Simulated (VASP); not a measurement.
# Cr (Fd-3m) in VASP: a series of runs, part 2 of 2

VASP 6.6.1. The steps go on from the part before.

## Step 4: Single point, PBE, collinear spin, ferromagnetic start (10.74 Å³/atom)

This run uses another cell than the first one, of 10.74 Å³/atom.

Contents of INCAR:

```
SYSTEM = Cr
PREC = Accurate ; ENCUT = 500
EDIFF = 1E-6 ; ISMEAR = -1
SIGMA = 0.05 ; LREAL = .False.
LASPH = .True. ; NELM = 200
ALGO = Normal ; ISIF = 2
LWAVE = .False. ; LCHARG = .False.
ISPIN = 2 ; MAGMOM = 2 2
LORBIT = 11 ; LMAXMIX = 4
GGA = PE ; NBANDS = 23
GGA_COMPAT = .False.
```

Contents of KPOINTS:

```
regular mesh
0
Gamma
  15 15 15
  0 0 0
```

Contents of POSCAR:

```
Cr
1.0
    0.0000000000      2.2065736777      2.2065736777
    2.2065736777      0.0000000000      2.2065736777
    2.2065736777      2.2065736777      0.0000000000
Cr
2
Direct
   -0.1250000000     -0.1250000000     -0.1250000000
    0.1250000000      0.1250000000      0.1250000000
```

Potentials or basis: VASP PAW PBE potentials, release 64 (Cr_pv).

Command:

```console
cat potpaw_PBE.64/Cr_pv/POTCAR > POTCAR
mpirun -np 1 vasp_std > vasp.out
```

OUTCAR:

```text
SYSTEM = Cr
   PREC = Accurate
   ENCUT = 500
   EDIFF = 1E-6
   ISMEAR = -1
   LREAL = .False.
   LASPH = .True.
   NELM = 200
   ISIF = 2
   ISPIN = 2
   LORBIT = 11
   GGA = PE

 ion  position               nearest neighbor table
   1  0.875  0.875  0.875-   2 1.91   2 1.91   2 1.91   2 1.91
   2  0.125  0.125  0.125-   1 1.91   1 1.91   1 1.91   1 1.91

  LATTYP: Found a face centered cubic cell.
 ALAT       =     4.4131473554

  Lattice vectors:

 A1 = (   0.0000000000,   2.2065736777,   2.2065736777)
 A2 = (   2.2065736777,   0.0000000000,   2.2065736777)
 A3 = (   2.2065736777,   2.2065736777,   0.0000000000)

Analysis of symmetry for initial positions (statically):
=====================================================================
 Subroutine PRICEL returns:
 Original cell was already a primitive cell.

 Routine SETGRP: Setting up the symmetry group for a
 face centered cubic supercell.

 Subroutine GETGRP returns: Found 48 space group operations
 (whereof 12 operations were pure point group operations)
 out of a pool of 48 trial point group operations.

The static configuration has the point symmetry D_3d.
 The point group associated with its full space group is O_h .

Analysis of symmetry for dynamics (positions and initial velocities):
=====================================================================
 Subroutine PRICEL returns:
 Original cell was already a primitive cell.

 Routine SETGRP: Setting up the symmetry group for a
 face centered cubic supercell.

 Subroutine GETGRP returns: Found 48 space group operations
 (whereof 12 operations were pure point group operations)
 out of a pool of 48 trial point group operations.

The dynamic configuration has the point symmetry D_3d.
 The point group associated with its full space group is O_h .

Analysis of structural, dynamic, and magnetic symmetry:
=====================================================================
 Subroutine PRICEL returns:
 Original cell was already a primitive cell.

 Routine SETGRP: Setting up the symmetry group for a
 face centered cubic supercell.

 Subroutine GETGRP returns: Found 48 space group operations
 (whereof 12 operations were pure point group operations)
 out of a pool of 48 trial point group operations.

The overall configuration has the point symmetry D_3d.
 The point group associated with its full space group is O_h .

 Subroutine INISYM returns: Found 48 space group operations
 (whereof 12 operations are pure point group operations),
 and found     1 'primitive' translations

----------------------------------------------------------------------------------------

                                     Primitive cell

  volume of cell :      21.4875

  direct lattice vectors                    reciprocal lattice vectors
     0.000000000  2.206573678  2.206573678    -0.226595651  0.226595651  0.226595651
     2.206573678  0.000000000  2.206573678     0.226595651 -0.226595651  0.226595651
     2.206573678  2.206573678  0.000000000     0.226595651  0.226595651 -0.226595651

  length of vectors
     3.120566421  3.120566421  3.120566421     0.392475181  0.392475181  0.392475181

  position of ions in fractional coordinates (direct lattice)
     0.875000000  0.875000000  0.875000000
     0.125000000  0.125000000  0.125000000

  ion indices of the primitive-cell ions
   primitive index   ion index
                 1           1
                 2           2

----------------------------------------------------------------------------------------

 KPOINTS: regular mesh

[... 66 lines left out ...]
   NELM   =    200;   NELMIN=  2; NELMDL= -5     # of ELM steps
   EDIFF  = 0.1E-05   stopping-criterion for ELM
   LREAL  =      F    real-space projection
   EDIFFG = 0.1E-04   stopping-criterion for IOM
   NSW    =      0    number of steps for IOM
   IBRION =     -1    ionic relax: 0-MD 1-quasi-New 2-CG
   NFREE  =      0    steps in history (QN), initial steepest desc. (CG)
   ISIF   =      2    stress and relaxation
   ISYM   =      2    0-nonsym 1-usesym 2-fastsym
   POTIM  = 0.5000    time-step for ionic-motion
   TEBEG  =    0.0;   TEEND  =   0.0 temperature during run
   PSTRESS=    0.0 pullay stress
   NELECT =      24.0000    total number of electrons
   NUPDOWN=      -1.0000    fix difference up-down
   EMIN   =  10.00;   EMAX   =-10.00  energy-range for DOS
   EFERMI =   0.00;   METHOD = LEGACY
   ISMEAR =    -1;   SIGMA  =   0.05  broadening in eV -4-tet -1-fermi 0-gaus
   EFERMI_NEDOS =   21; number of points for ismear=-14 and -15
   IALGO  =     38    algorithm
   IMIX   =      4    mixing-type and parameters
     AMIX     =   0.40;   BMIX     =  1.00
     AMIX_MAG =   1.60;   BMIX_MAG =  1.00
  volume/ion in A,a.u.               =      10.74        72.50
  Fermi-wavevector in a.u.,A,eV,Ry     =   1.698570  3.209832 39.254719  2.885140
  Thomas-Fermi vector in A             =   2.779045
   LORBIT       =     11    0 simple, 1 ext, 2 COOP (PROOUT), +10 PAW based schemes
   GGA     = PE    functional components
   LHFCALC =     F    Hartree Fock is set to
   AEXX    =    0.0000 exact exchange contribution
   IVDW    =     0    specifies the selected vdW correction
   LEPSILON=     F    determine dielectric tensor
   LRPA    =     F    only Hartree local field effects (RPA)
 spin polarized calculation
  energy-cutoff  :      500.00
  volume of cell :       21.49
 maximum number of plane-waves:       560
   NGX = 11   NGY = 11   NGZ = 11

 number of electron      23.9999983 magnetization      -0.0455591

 number of electron      23.9999983 magnetization       0.0002741

 Free energy of the ion-electron system (eV)
  ---------------------------------------------------
  ext. energy  EPLUGINS =         0.00000000
  ---------------------------------------------------
  free energy    TOTEN  =       -11.90219097 eV

  energy without entropy =      -11.88280506  energy(sigma->0) =      -11.89249801

 E-fermi :  11.9367     XC(G=0): -13.6439

 val. band max:       11.9355120381   @ k =  -0.4000   0.3333   0.0000
 cond. band min:      11.9402569355   @ k =   0.3333   0.2000   0.0000
 fundamental gap:      0.0047448974
 Fermi energy:        11.9366615982

 spin component 1

 k-point     1 :       0.0000    0.0000    0.0000
  band No.  band energies     occupation
      1     -31.7454      1.00000
      2     -31.7454      1.00000
      3     -31.7454      1.00000
      4     -29.5378      1.00000
      5     -29.5378      1.00000
      6     -29.5378      1.00000
[... 613 lines left out ...]
     22      26.7975      0.00000
     23      31.0321      0.00000

 [... further k-points ...]

 spin component 2

 k-point     1 :       0.0000    0.0000    0.0000
  band No.  band energies     occupation
      1     -31.7453      1.00000
      2     -31.7453      1.00000
      3     -31.7453      1.00000
      4     -29.5377      1.00000
      5     -29.5377      1.00000
      6     -29.5377      1.00000
[... 613 lines left out ...]
     22      26.7977      0.00000
     23      31.0322      0.00000

 [... further k-points ...]

------------------------ aborting loop because EDIFF is reached ----------------------------------------

  FORCE on cell =-STRESS in cart. coord.  units (eV):
  Direction    XX          YY          ZZ          XY          YZ          ZX
  --------------------------------------------------------------------------------------
  -------------------------------------------------------------------------------------
  Total       15.5961805     15.5961805     15.5961805      0.0000000      0.0000000     -0.0000000
  in kB     1162.9031281   1162.9031281   1162.9031281      0.0000000      0.0000000     -0.0000000
  external PRESSURE =    1162.9031281 kB  Pullay stress =       0.0000000 kB

 VOLUME and BASIS-vectors are now :
 -----------------------------------------------------------------------------
  energy-cutoff  :      500.00
  volume of cell :       21.49
      direct lattice vectors                 reciprocal lattice vectors
     0.000000000  2.206573678  2.206573678    -0.226595651  0.226595651  0.226595651
     2.206573678  0.000000000  2.206573678     0.226595651 -0.226595651  0.226595651
     2.206573678  2.206573678  0.000000000     0.226595651  0.226595651 -0.226595651

 POSITION                                       TOTAL-FORCE (eV/Angst)
 -----------------------------------------------------------------------------------
      3.86150      3.86150      3.86150        -0.000000      0.000000      0.000000
      0.55164      0.55164      0.55164         0.000000     -0.000000     -0.000000
 -----------------------------------------------------------------------------------
    total drift:                                0.000000      0.000000      0.000000

  FREE ENERGIE OF THE ION-ELECTRON SYSTEM (eV)
  ---------------------------------------------------
  free  energy   TOTEN  =       -11.9021909671 eV

  energy  without entropy=      -11.8828050603  energy(sigma->0) =      -11.89249801

 total charge

# of ion       s       p       d       tot
------------------------------------------
    1        0.516   6.323   5.216  12.054
    2        0.516   6.323   5.216  12.054
--------------------------------------------------
tot          1.032  12.646  10.431  24.109

 magnetization (x)

# of ion       s       p       d       tot
------------------------------------------
    1        0.000   0.000   0.000   0.000
    2        0.000   0.000   0.000   0.000
--------------------------------------------------
tot          0.000   0.000   0.000   0.000
```

OSZICAR:

```text
N       E                     dE             d eps       ncg     rms          rms(c)
DAV:   1     0.250431170271E+03    0.25043E+03   -0.13380E+04 11128   0.132E+03
DAV:   2    -0.265721957287E+01   -0.25309E+03   -0.24253E+03 11782   0.380E+02
DAV:   3    -0.110122629646E+02   -0.83550E+01   -0.82995E+01 13651   0.825E+01
DAV:   4    -0.110792222164E+02   -0.66959E-01   -0.66930E-01 11331   0.746E+00
DAV:   5    -0.110801198169E+02   -0.89760E-03   -0.89760E-03 11453   0.811E-01    0.242E+01
DAV:   6    -0.117427780763E+02   -0.66266E+00   -0.82347E-01 11579   0.839E+00    0.110E+01
DAV:   7    -0.118597929577E+02   -0.11701E+00   -0.29539E-01 11572   0.506E+00    0.655E+00
DAV:   8    -0.118985157098E+02   -0.38723E-01   -0.15925E-02 11285   0.156E+00    0.224E+00
DAV:   9    -0.118999016958E+02   -0.13860E-02   -0.79490E-03 11621   0.827E-01    0.567E-01
DAV:  10    -0.119020825050E+02   -0.21808E-02   -0.83692E-04 11446   0.375E-01    0.121E-01
DAV:  11    -0.119021911552E+02   -0.10865E-03   -0.62106E-05 12146   0.822E-02    0.385E-02
DAV:  12    -0.119021909671E+02    0.18808E-06   -0.62781E-06 11341   0.218E-02
   1 F= -.11902191E+02 E0= -.11892498E+02  d E =-.193859E-01  mag=     0.0002
```

It took 52 s on 1 thread of Intel Xeon Platinum 8259CL at 2.50GHz (Skylake/Cascade Lake), shared host; peak memory 0.2 GiB.

Results:

| Item | Value |
| --- | --- |
| Free energy | -11.9022 eV |
| Pressure | 116.3 GPa |
| Band gap on the k mesh | zero (filled and empty bands overlap) |
| Net moment | 0.00 μB per cell |

Levels at points of the mesh, in eV from the Fermi level:
Spin up:
```
           k point  band 8  band 9  band 10  band 11  band 12  band 13  band 14  band 15  band 16  band 17
(0.00, 0.00, 0.00)   -3.44   -3.44    -1.90    -1.90    -1.90     1.40     1.40     1.40     4.79     4.79
```
Spin down:
| k point | band 8 | band 9 | band 10 | band 11 | band 12 | band 13 | band 14 | band 15 | band 16 | band 17 |
| --- | --- | --- | --- | --- | --- | --- | --- | --- | --- | --- |
| (0.00, 0.00, 0.00) | -3.44 | -3.44 | -1.90 | -1.90 | -1.90 | 1.40 | 1.40 | 1.40 | 4.79 | 4.79 |

Caveat: atoms lie so close that the PAW spheres overlap strongly, which falsifies energies and pressures; the cell stands under pressure.

## Step 5: Single point, PBE, collinear spin, ferromagnetic start (14.05 Å³/atom)

This run uses another cell than the first one, of 14.05 Å³/atom.

Contents of INCAR:

```
ALGO = Normal ; EDIFF = 1E-6
ENCUT = 500 ; GGA = PE
GGA_COMPAT = F ; ISIF = 2
ISMEAR = -1 ; ISPIN = 2
LASPH = T ; LCHARG = F
LMAXMIX = 4 ; LORBIT = 11
LREAL = F ; LWAVE = F
MAGMOM = 2 2 ; NBANDS = 23
NELM = 200 ; PREC = Accurate
SIGMA = 0.05
```

Contents of KPOINTS:

```
k-points
0
Gamma
  15 15 15
```

Contents of POSCAR:

```
Cr
1.0
    0.0000000000      2.4129794476      2.4129794476
    2.4129794476      0.0000000000      2.4129794476
    2.4129794476      2.4129794476      0.0000000000
Cr
2
Direct
   -0.1250000000     -0.1250000000     -0.1250000000
    0.1250000000      0.1250000000      0.1250000000
```

Command:

```console
cat potpaw_PBE.64/Cr_pv/POTCAR > POTCAR
mpirun -np 1 vasp_std > vasp.out
```

Run time: 2.1 min. Hardware: 1 thread of Intel Xeon Platinum 8259CL at 2.50GHz (Skylake/Cascade Lake), shared host; peak memory 0.24 GiB.

The run converged. Its results:

```yaml
Free_energy: -14.4055 eV
Pressure: 24.0 GPa
Band_gap_on_the_k_mesh: zero (filled and empty bands overlap)
Net_moment: 0.00 μB per cell
Valence_electrons_inside_the_program's_atomic_spheres: Cr 11.42
```

Levels at points of the mesh, in eV from the Fermi level:
Spin up:
| k point | band 8 | band 9 | band 10 | band 11 | band 12 | band 13 | band 14 | band 15 | band 16 | band 17 |
| --- | --- | --- | --- | --- | --- | --- | --- | --- | --- | --- |
| (0.00, 0.00, 0.00) | -2.08 | -2.08 | -1.31 | -1.31 | -1.31 | 1.19 | 1.19 | 1.19 | 3.71 | 3.71 |
Spin down:
```
           k point  band 8  band 9  band 10  band 11  band 12  band 13  band 14  band 15  band 16  band 17
(0.00, 0.00, 0.00)   -2.08   -2.08    -1.31    -1.31    -1.31     1.19     1.19     1.19     3.72     3.72
```

Caveat: the cell stands under pressure; an empty level that is flat over the whole mesh can mark a ghost state of the potentials, or a narrow d or f band.

## Step 6: Single point, PBE, collinear spin, ferromagnetic start (16.53 Å³/atom)

This run uses another cell than the first one, of 16.53 Å³/atom.

Contents of INCAR:

```
SYSTEM = Cr
ALGO = Normal
EDIFF = 1E-6
ENCUT = 500
GGA = PE
GGA_COMPAT = .False.
ISIF = 2
ISMEAR = -1
ISPIN = 2
LASPH = .True.
LCHARG = .False.
LMAXMIX = 4
LORBIT = 11
LREAL = .False.
LWAVE = .False.
MAGMOM = 2 2
NBANDS = 23
NELM = 200
PREC = Accurate
SIGMA = 0.05
```

Contents of KPOINTS:

```
k-points
0
Gamma
  15 15 15
  0 0 0
```

Contents of POSCAR:

```
Cr
1.0
    0.0000000000      2.5473032377      2.5473032377
    2.5473032377      0.0000000000      2.5473032377
    2.5473032377      2.5473032377      0.0000000000
Cr
2
Direct
   -0.1250000000     -0.1250000000     -0.1250000000
    0.1250000000      0.1250000000      0.1250000000
```

Potentials or basis: VASP PAW PBE potentials, release 64 (Cr_pv).

Command:

```console
cat potpaw_PBE.64/Cr_pv/POTCAR > POTCAR
mpirun -np 1 vasp_std > vasp.out
```

It took 2.4 min on 1 thread of Intel Xeon Platinum 8259CL at 2.50GHz (Skylake/Cascade Lake), shared host; peak memory 0.25 GiB.

The run converged. Its results:

```yaml
Free_energy: -14.7353 eV
Pressure: 0.1 GPa
Band_gap_on_the_k_mesh: zero (filled and empty bands overlap)
Net_moment: 0.00 μB per cell
Valence_electrons_inside_the_program's_atomic_spheres: Cr 11.13
```

Levels at points of the mesh, in eV from the Fermi level:
Spin up:
| k point | band 10 | band 11 | band 12 | band 13 | band 14 | band 15 |
| --- | --- | --- | --- | --- | --- | --- |
| (0.00, 0.00, 0.00) | -1.05 | -1.05 | -1.05 | 1.07 | 1.07 | 1.07 |
Spin down:
| k point | band 10 | band 11 | band 12 | band 13 | band 14 | band 15 |
| --- | --- | --- | --- | --- | --- | --- |
| (0.00, 0.00, 0.00) | -1.05 | -1.05 | -1.05 | 1.07 | 1.07 | 1.07 |

Caveat: an empty level that is flat over the whole mesh can mark a ghost state of the potentials, or a narrow d or f band.
